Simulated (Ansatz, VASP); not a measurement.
Hf: VASP beside Ansatz

```
Hf
1.0
     3.20577    0.00000    0.00000
    -1.60289    2.77628    0.00000
     0.00000    0.00000    5.06550
Hf
2
Cartesian
  0.0000 1.8509 1.2664
  1.6029 0.9254 3.7991
```

Alike in both runs: task electric field gradients; functional PBE; k mesh 16 × 16 × 10; occupations gaussian, width 0.05 eV; no spin polarisation.

|  | VASP | Ansatz |
| --- | --- | --- |
| version | VASP 6.6.1 | Ansatz 0.2.0 |
| potentials or method | VASP PAW PBE potentials, release 64 (Hf_pv), cutoff 520 eV | scalar-relativistic, plane waves, PAW |
| valence electrons in the cell | 20 | 52 |

Ansatz gave:

| Property | Result |
| --- | --- |
| gap on the k mesh at the Fermi level (eV) | none |
| pressure (GPa) | 0.0 |
| traceless stress, the component that is largest in VASP (GPa) | -0.02 |
| size of Vzz on the site where it differs most (V/Å²) | 91.9 |

What did VASP give for the same quantities?

gap on the k mesh at the Fermi level (eV): none; pressure (GPa): -0.4; traceless stress, the component that is largest in VASP (GPa): -0.09; size of Vzz on the site where it differs most (V/Å²): 82.3.

A gap of «none» marks a metal or a gap that the smearing closes. VASP's potentials hold 20 valence electrons a cell and Ansatz's 52, so a difference there can come from the potentials and not from the codes.

Spin-orbit coupling is off throughout.
